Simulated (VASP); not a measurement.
Ta2NbN3: single point with PBE

Crystal: Ta2NbN3.

```xyz
6
Lattice="5.2320 0.0000 0.0000 -2.6160 4.5310 0.0000 0.0000 0.0000 2.9147" Properties=species:S:1:pos:R:3 pbc="T T T"
Ta    0.0000    3.0207    1.4574
Ta    2.6160    1.5103    1.4574
Nb    0.0000    0.0000    0.0000
N     2.0636    0.0000    0.0000
N    -1.0318    1.7871    0.0000
N     1.5842    2.7439    0.0000
```

```json
{
 "Program": "VASP 6.6.1",
 "Task": "single point",
 "Functional": "PBE",
 "Potentials or basis": "VASP PAW PBE potentials, release 64 (Ta_sv_GW, Nb_sv, N)",
 "Cutoff": "700 eV",
 "k mesh": "6 × 6 × 12",
 "Occupations": "gaussian, width 0.1 eV",
 "Spin": "no spin polarisation",
 "Dipole correction": "no",
 "Further INCAR settings": "ALGO = Normal; EDIFF = 1e-06; NBANDS = 36"
}
```

- Pressure: -0.2 GPa
- Largest force: 0.028 eV/Å
- Band gap on the k mesh: zero (bands 27 and 28 overlap by 2.89 eV)

Forces on the atoms (eV/Å):
```
Ta   0.000  0.000  0.000
Ta   0.000  0.000  0.000
Nb   0.000  0.000  0.000
N   -0.028  0.000  0.000
N    0.014 -0.024  0.000
N    0.014  0.024  0.000
```

Stress tensor (GPa, compression positive):
```
-0.23  0.00  0.00
 0.00 -0.23  0.00
 0.00  0.00 -0.05
```

Levels at points of the mesh, in eV from the Fermi level:
| k point | band 25 | band 26 | band 27 | band 28 | band 29 | band 30 |
| --- | --- | --- | --- | --- | --- | --- |
| (0.00, 0.00, 0.00) | -3.28 | -1.62 | -1.04 | -1.04 | 0.42 | 0.42 |
| (0.50, 0.00, 0.00) | -3.58 | -2.75 | -2.63 | 1.12 | 1.70 | 1.71 |
| (0.00, 0.00, 0.50) | -2.90 | -2.90 | 1.57 | 1.57 | 1.75 | 1.75 |
| (0.50, 0.00, 0.50) | -3.24 | -1.82 | -1.16 | 0.45 | 1.02 | 2.88 |

Wall time 2.5 min on 1 thread of Intel(R) Xeon(R) 6975P-C (Granite Rapids) (shared host), peak memory 0.37 GiB.

Caveat: spin-orbit coupling is left out, which moves the levels of the heavy elements.
